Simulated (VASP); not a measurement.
# Hf5H in VASP: notebook, part 2 of 2

VASP 6.6.1. The steps go on from the part before.

### 3 Single point, PBE+D3(BJ)

Input file INCAR:

```
PREC = Accurate
ENCUT = 520
EDIFF = 1E-6
ISMEAR = 0
SIGMA = 0.1
LREAL = False
LASPH = True
NELM = 60
ALGO = Normal
ISIF = 2
LWAVE = False
LCHARG = True
LDIPOL = True
IDIPOL = 3
DIPOL = 0.5 0.5 0.313
GGA = PE
IVDW = 12
LELF = True
LVHAR = True
LVACPOTAV = True
NBANDS = 34
```

Input file KPOINTS:

```
Automatic mesh
0
Gamma
  6 6 1
```

Input file POSCAR:

```
Hf5H
1.0
    4.9564149667      0.0000000000      0.0000000000
   -2.4782074834      4.2923812729      0.0000000000
    0.0000000000      0.0000000000     21.1328376004
Hf H
5 1
Direct
    0.6666666667      0.3333333333      0.1892788879
    0.3333333333      0.6666666667      0.2371533849
    0.0000000000      0.0000000000      0.2763383880
    0.6666666667      0.3333333333      0.3164267596
    0.3333333333      0.6666666667      0.3706476976
    1.2222222222      0.8888888889      0.4889470026
```

Potentials or basis: VASP PAW PBE potentials, release 64 (Hf_pv, H).

Run with:

```console
$ cat potpaw_PBE.64/Hf_pv/POTCAR potpaw_PBE.64/H/POTCAR > POTCAR
$ mpirun -np 1 vasp_std > vasp.out
```

Wall time 27 min (1 thread of Intel Xeon 8259CL, shared host); peak memory 0.72 GiB.

It converged, with:

| Quantity | Value |
| --- | --- |
| Free energy | -46.6692 eV |
| Largest force | 1.702 eV/Å |
| Band gap on the k mesh | zero (an odd number of electrons rules out a gap without spin polarisation) |
| Dispersion energy per atom | -0.203 eV |

Forces in eV/Å, atoms in the order of the input:
```
Hf  -0.050  0.038 -1.017
Hf  -0.012  0.027  1.054
Hf   0.047 -0.055 -0.013
Hf   0.148 -0.153 -0.116
Hf  -0.659  0.497  1.489
H    0.526 -0.353 -1.396
```

Levels at points of the mesh, in eV from the Fermi level:
| k point | band 23 | band 24 | band 25 | band 26 | band 27 | band 28 | band 29 | band 30 |
| --- | --- | --- | --- | --- | --- | --- | --- | --- |
| (0.00, 0.00, 0.00) | -0.73 | -0.36 | -0.27 | -0.23 | 0.00 | 0.02 | 0.31 | 1.05 |
| (0.50, 0.00, 0.00) | -0.49 | -0.16 | -0.15 | -0.02 | 0.00 | 0.12 | 0.28 | 0.97 |
| (0.00, 0.50, 0.00) | -0.53 | -0.31 | -0.13 | -0.02 | 0.01 | 0.12 | 0.38 | 1.07 |
| (0.50, 0.50, 0.00) | -0.74 | -0.36 | -0.15 | -0.03 | 0.11 | 0.12 | 0.56 | 1.06 |

Caveat: spin-orbit coupling is left out, which moves the levels of the heavy elements.

### 4 Single point, PBE+D3(BJ)

Input file INCAR:

```
PREC = Accurate
ENCUT = 520
EDIFF = 1E-6
ISMEAR = 0
SIGMA = 0.1
LREAL = F
LASPH = T
NELM = 100
ALGO = Normal
ISIF = 2
LWAVE = F
LCHARG = F
LDIPOL = T
IDIPOL = 3
DIPOL = 0.5 0.5 0.313
GGA = PE
IVDW = 12
NBANDS = 34
```

Input file KPOINTS:

```
regular mesh
0
Gamma
  6 6 1
```

Changes to POSCAR since step 3:

```diff
@@ -13,2 +13,2 @@
     0.3333333333      0.6666666667      0.3706476976
-    1.2222222222      0.8888888889      0.4889470026
+    0.4444444444      1.1111111111      0.4889470026
```

Run with:

```console
$ cat potpaw_PBE.64/Hf_pv/POTCAR potpaw_PBE.64/H/POTCAR > POTCAR
$ mpirun -np 1 vasp_std > vasp.out
```

It took 26 min on 1 thread of Intel Xeon 8259CL, shared host; peak memory 0.71 GiB.

It converged, with:

| Quantity | Value |
| --- | --- |
| Free energy | -46.5806 eV |
| Largest force | 1.327 eV/Å |
| Band gap on the k mesh | zero (an odd number of electrons rules out a gap without spin polarisation) |
| Dispersion energy per atom | -0.204 eV |

Forces in eV/Å, atoms in the order of the input:
```
Hf  -0.013  0.019 -1.201
Hf  -0.003  0.045  1.062
Hf  -0.024 -0.064 -0.066
Hf   0.019 -0.161  0.393
Hf  -0.163  0.368  1.110
H    0.183 -0.207 -1.298
```

Levels at points of the mesh, in eV from the Fermi level:
```csv
k point,band 24,band 25,band 26,band 27,band 28,band 29
"(0.00, 0.00, 0.00)",-0.34,-0.27,-0.24,0.00,0.03,0.31
"(0.50, 0.00, 0.00)",-0.31,-0.08,-0.02,0.02,0.11,0.39
"(0.00, 0.50, 0.00)",-0.37,-0.13,-0.02,0.01,0.11,0.53
"(0.50, 0.50, 0.00)",-0.35,-0.15,-0.02,0.06,0.12,0.52
```

Caveat: spin-orbit coupling is left out, which moves the levels of the heavy elements.

### 5 Single point, PBE+D3(BJ)

Input file INCAR:

```
PREC     = Accurate       # precision mode
ENCUT    = 520            # plane-wave cutoff, eV
EDIFF    = 1E-6           # SCF threshold, eV
ISMEAR   = 0              # smearing method
SIGMA    = 0.1            # smearing width, eV
LREAL    = False          # projectors in reciprocal space
LASPH    = True           # aspherical terms in the spheres
NELM     = 100            # most SCF steps
ALGO     = Normal         # electronic algorithm
ISIF     = 2              # what is computed and relaxed
LWAVE    = False          # write WAVECAR
LCHARG   = False          # write CHGCAR
LDIPOL   = True         
IDIPOL   = 3            
DIPOL    = 0.5 0.5 0.313
GGA      = PE             # functional
IVDW     = 12             # dispersion correction
NBANDS   = 34             # bands
```

KPOINTS is that of step 4.

Changes to POSCAR since step 4:

```diff
@@ -13,2 +13,2 @@
     0.3333333333      0.6666666667      0.3706476976
-    0.4444444444      1.1111111111      0.4889470026
+    0.7777777778      0.7777777778      0.4889470026
```

Potentials or basis: VASP PAW PBE potentials, release 64 (Hf_pv, H).

Run with:

```console
$ cat potpaw_PBE.64/Hf_pv/POTCAR potpaw_PBE.64/H/POTCAR > POTCAR
$ mpirun -np 1 vasp_std > vasp.out
```

OUTCAR:

```text
PREC = Accurate
   ENCUT = 520
   EDIFF = 1E-6
   ISMEAR = 0
   LREAL = False
   LASPH = True
   NELM = 100
   ISIF = 2
   GGA = PE
   IVDW = 12
 IVDW          = 12

 ion  position               nearest neighbor table
   1  0.667  0.333  0.189-   4 2.69   2 3.04   2 3.04   2 3.04   3 3.40   3 3.40   3 3.40
   2  0.333  0.667  0.237-   5 2.82   3 2.98   3 2.98   3 2.98   1 3.04   1 3.04   1 3.04   4 3.32
                             4 3.32   4 3.32
   3  0.000  0.000  0.276-   2 2.98   2 2.98   2 2.98   4 2.98   4 2.98   4 2.98   1 3.40   1 3.40
                             1 3.40   5 3.49   5 3.49   5 3.49
   4  0.667  0.333  0.316-   1 2.69   3 2.98   3 2.98   3 2.98   5 3.08   5 3.08   5 3.08   2 3.32
                             2 3.32   2 3.32
   5  0.333  0.667  0.371-   2 2.82   4 3.08   4 3.08   4 3.08   3 3.49   3 3.49   3 3.49
   6  0.778  0.778  0.489-

[... 953 lines left out ...]
  external pressure =      -12.26 kB  Pullay stress =        0.00 kB

 VOLUME and BASIS-vectors are now :
 -----------------------------------------------------------------------------
  energy-cutoff  :      520.00
  volume of cell :      449.60
      direct lattice vectors                 reciprocal lattice vectors
     4.956414967  0.000000000  0.000000000     0.201758732  0.116485458  0.000000000
    -2.478207483  4.292381273  0.000000000     0.000000000  0.232970917  0.000000000
     0.000000000  0.000000000 21.132837600     0.000000000  0.000000000  0.047319722

 POSITION                                       TOTAL-FORCE (eV/Angst)
 -----------------------------------------------------------------------------------
      2.47821      1.43079      4.00000         0.029789      0.023578     -1.056740
     -0.00000      2.86159      5.01172         0.030205     -0.001038      1.092809
      0.00000      0.00000      5.83981        -0.048714      0.021712     -0.006243
      2.47821      1.43079      6.68700        -0.132669     -0.031604     -0.040758
     -0.00000      2.86159      7.83284         0.468219      0.248950      1.119660
      1.92749      3.33852     10.33284        -0.346830     -0.261599     -1.108728
 -----------------------------------------------------------------------------------
    total drift:                                0.000067      0.000048     -0.000640

  FREE ENERGIE OF THE ION-ELECTRON SYSTEM (eV)
  ---------------------------------------------------
  free  energy   TOTEN  =       -46.4080037577 eV

  energy  without entropy=      -46.3449850283  energy(sigma->0) =      -46.37649439

 vacuum level on the upper side and lower side of the slab         3.827         0.925
```

Run time: 28 min. Hardware: 1 thread of Intel Xeon 8259CL, shared host; peak memory 0.71 GiB.

What came out:

| Item | Value |
| --- | --- |
| Free energy | -46.4080 eV |
| Largest force | 1.239 eV/Å |
| Band gap on the k mesh | zero (an odd number of electrons rules out a gap without spin polarisation) |
| Dispersion energy per atom | -0.204 eV |

Forces on the atoms (eV/Å):
```
Hf   0.030  0.024 -1.057
Hf   0.030 -0.001  1.093
Hf  -0.049  0.022 -0.006
Hf  -0.133 -0.032 -0.041
Hf   0.468  0.249  1.120
H   -0.347 -0.262 -1.109
```

Caveat: spin-orbit coupling is left out, which moves the levels of the heavy elements.

### 6 Summary

```csv
cell,gap on the mesh (eV),largest force (eV/Å)
"as given, atomic positions A",none,1.61
"as given, atomic positions B",none,1.70
"as given, atomic positions C",none,1.33
"as given, atomic positions D",none,1.24
```

Alike in all rows: task single point; level PBE+D3(BJ); potentials or basis VASP PAW PBE potentials, release 64 (Hf_pv, H); no spin polarisation; k mesh 6 × 6 × 1; cutoff (eV) 520; smearing gaussian 0.1 eV.

Caveats: spin-orbit coupling is left out, which moves the levels of the heavy elements.

Absolute energies hang on the potentials; compare differences alone.
